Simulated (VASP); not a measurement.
# Sn: single point with PBE

Crystal: Sn.

```xyz
2
Lattice="0.0000 3.3273 3.3273 3.3273 0.0000 3.3273 3.3273 3.3273 0.0000" Properties=species:S:1:pos:R:3 pbc="T T T"
Sn    0.0000    0.0000    0.0000
Sn    1.6637    1.6637    1.6637
```

```yaml
Program: VASP 6.6.1
Task: single point
Functional: PBE
Potentials_or_basis: VASP PAW PBE potentials, release 64 (Sn_d)
Cutoff: 520 eV
k_mesh: 12 × 12 × 12
Occupations: gaussian, width 0.1 eV
Spin: no spin polarisation
```

| Item | Value |
| --- | --- |
| Pressure | 0.0 GPa |
| Band gap on the k mesh | zero (band 14 reaches 4.96 eV, above the bottom of band 15 at 4.73 eV) |

Levels at points of the mesh, in eV from the Fermi level:
| k point | band 11 | band 12 | band 13 | band 14 | band 15 | band 16 | band 17 | band 18 |
| --- | --- | --- | --- | --- | --- | --- | --- | --- |
| (0.00, 0.00, 0.00) | -10.10 | -1.13 | 0.11 | 0.11 | 0.11 | 2.17 | 2.17 | 2.17 |
| (0.50, 0.00, 0.00) | -8.62 | -6.01 | -0.98 | -0.98 | -0.12 | 3.22 | 3.22 | 5.71 |
| (0.50, 0.50, 0.00) | -7.25 | -7.25 | -2.20 | -2.20 | 0.92 | 0.92 | 7.28 | 7.28 |

Run time: 100 s on 1 thread of Intel Xeon 6975P-C (shared host), peak memory 0.25 GiB.

Caveat: spin-orbit coupling is left out, which moves the levels of the heavy elements.
